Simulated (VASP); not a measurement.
Here is a VASP 6.6.1 calculation.

INCAR

```
PREC     = Accurate       # precision mode
ENCUT    = 600            # plane-wave cutoff, eV
EDIFF    = 1E-6           # SCF threshold, eV
ISMEAR   = 0              # smearing method
SIGMA    = 0.1            # smearing width, eV
LREAL    = F              # projectors in reciprocal space
LASPH    = T              # aspherical terms in the spheres
NELM     = 60             # most SCF steps
ALGO     = Normal         # electronic algorithm
ISIF     = 3              # what is computed and relaxed
LWAVE    = F              # write WAVECAR
LCHARG   = F              # write CHGCAR
GGA      = PE             # functional
IBRION   = 2              # ionic algorithm
NSW      = 90             # ionic steps
EDIFFG   = -0.04          # ionic threshold
```

Contents of KPOINTS:

```
Automatic mesh
0
Gamma
  4 4 4
```

POSCAR

```
K3Br
1.0
    5.1478838134      0.0000000000      0.0000000000
    0.0000000000      5.1478838134      0.0000000000
    0.0000000000      0.0000000000      5.1478838134
K Br
3 1
Direct
    0.0000000000      0.5000000000      0.5000000000
    0.5000000000      0.0000000000      0.5000000000
    0.5000000000      0.5000000000      0.0000000000
    0.0000000000      0.0000000000      0.0000000000
```

Potentials or basis: VASP PAW PBE potentials, release 64 (K_sv, Br).

Launch:

```bash
$ cat potpaw_PBE.64/K_sv/POTCAR potpaw_PBE.64/Br/POTCAR > POTCAR
$ mpirun -np 1 vasp_std > vasp.out
```

What does it give for the band gap on the k mesh?

Zero (bands 17 and 18 overlap by 0.79 eV).

Estimate the relaxed cell.

a = 5.926 Å, b = 5.926 Å, c = 5.926 Å, α = 90.00°, β = 90.00°, γ = 90.00°.

What does it give for the space group after relaxing (to 0.1 Å)?

Pm-3m (No. 221).

What does it give for the relaxed volume?

52.03 Å³/atom.

Final structure:
```yaml
crystal:
  lattice:
    - [5.92620, 0.00000, 0.00000]
    - [0.00000, 5.92620, 0.00000]
    - [0.00000, 0.00000, 5.92620]
  atoms:
    - { symbol: K, position: [0.00000, 0.50000, 0.50000] }
    - { symbol: K, position: [0.50000, 0.00000, 0.50000] }
    - { symbol: K, position: [0.50000, 0.50000, 0.00000] }
    - { symbol: Br, position: [0.00000, 0.00000, 0.00000] }
```

Caveat: the volume moved by over 15 % at a fixed basis, so the end points are rough.
